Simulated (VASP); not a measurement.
# ZnSe (Stilleite): single point with PBEsol

Crystal: ZnSe (Stilleite).

```xyz
2
Lattice="0.0000 2.8338 2.8905 2.8338 0.0000 2.8905 2.8338 2.8338 0.0000" Properties=species:S:1:pos:R:3 pbc="T T T"
Se    4.2507    4.2507    4.3357
Zn    0.0000    0.0000    0.0000
```

```
Program             : VASP 6.6.1
Task                : single point
Functional          : PBEsol
Potentials or basis : VASP PAW PBE potentials, release 64 (Se, Zn)
Cutoff              : 520 eV
k mesh              : 7 × 7 × 7
Occupations         : fermi-dirac, width 0.05 eV
Spin                : no spin polarisation
```

```
Pressure               : -2.0 GPa
Band gap on the k mesh : 1.07 eV, direct
```

Stress tensor (GPa, compression positive):
```
-1.79  0.00  0.00
 0.00 -1.79  0.00
 0.00  0.00 -2.54
```

Levels at points of the mesh, in eV from the valence-band top:
| k point | band 5 | band 6 | band 7 | band 8 | band 9 | band 10 | band 11 | band 12 | band 13 | band 14 |
| --- | --- | --- | --- | --- | --- | --- | --- | --- | --- | --- |
| (0.00, 0.00, 0.00) | -6.16 | -6.15 | -0.07 | 0.00 | 0.00 | 1.07 | 5.71 | 5.71 | 5.72 | 9.64 |

It took 26 s on 1 thread of Intel(R) Xeon(R) Platinum 8488C (Sapphire Rapids), on a shared host, peak memory 0.18 GiB.

Caveat: the PAW data sets were made with another functional, which shifts forces and pressure a little.
